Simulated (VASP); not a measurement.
A run of VASP 6.6.1:

The input INCAR:

```
SYSTEM = Al2O3
  ALGO = Normal
  EDIFF = 1E-6
  ENCUT = 520
  GGA = PE
  ISIF = 2
  ISMEAR = -1
  ISYM = 0
  LASPH = .TRUE.
  LCHARG = .TRUE.
  LELF = .TRUE.
  LREAL = Auto
  LVHAR = .TRUE.
  LWAVE = .FALSE.
  NBANDS = 78
  NELM = 80
  PREC = Accurate
  SIGMA = 0.2585
```

Contents of KPOINTS:

```
k-points
0
G
  1 1 1
  0 0 0
```

Contents of POSCAR:

```
Al2O3
1.0
    6.5712240000      0.0218150000     -0.0138680000
    0.0218150000      6.5996800000     -0.0068760000
   -0.0138680000     -0.0068760000      6.2950720000
Al O
10 15
Direct
    0.3461704632      0.2974705445      0.6788993199
    0.6834980167      0.1416202938      0.5754988238
    0.9620981807      0.9493410238      0.9504275799
    0.9490640677      0.6132802011      0.5126396545
    0.5981287827      0.3310693622      0.2623659083
    0.2122126921      0.8953263735      0.3596539054
    0.8678091113      0.5494279813      0.9275909225
    0.2603452525      0.6012467707     -0.0454160587
    0.5690059186      0.9541591406      1.0311025469
    1.1397395878      0.3066439864      0.2531418851
    0.6397775064      0.0559595181      0.2736559982
    0.2040673369      1.1587577064      0.4819354924
    0.7761464267      0.8021270108      1.0170484188
    0.5070300692      0.0651332094      0.7641361924
    0.5370152267      0.3803549142      0.5204635702
    1.0623479033      0.7025910354      0.3173537422
    0.1031772713      0.7559811660      0.8405459046
    0.8848895062      0.3902339759      0.3332214304
    0.1185823782      0.3866884437      0.8125164208
    0.3583073991      0.3964363519      0.1324227750
    0.0920705345      1.0761613527      0.1415176061
    0.3667176452      0.7995105029      0.1402590907
    0.6288444471      0.4017455631      0.9741709415
    0.8872318310      1.0704796503      0.7104568064
    0.7798246203      0.6655568000      0.6795776087
```

Potentials or basis: VASP PAW PBE potentials, release 64 (Al, O).

Run with:

```sh
$ cat potpaw_PBE.64/Al/POTCAR potpaw_PBE.64/O/POTCAR > POTCAR
$ mpirun -np 1 vasp_gam > vasp.out
```

Hardware: 1 thread of Intel(R) Xeon(R) Platinum 8488C (Sapphire Rapids), with other jobs on the host.

Estimate the wall time of this run.

Run time: 33 s on 1 thread of Intel(R) Xeon(R) Platinum 8488C (Sapphire Rapids) (shared host), peak memory 0.3 GiB. Counts: scf iterations 18, k points 1.
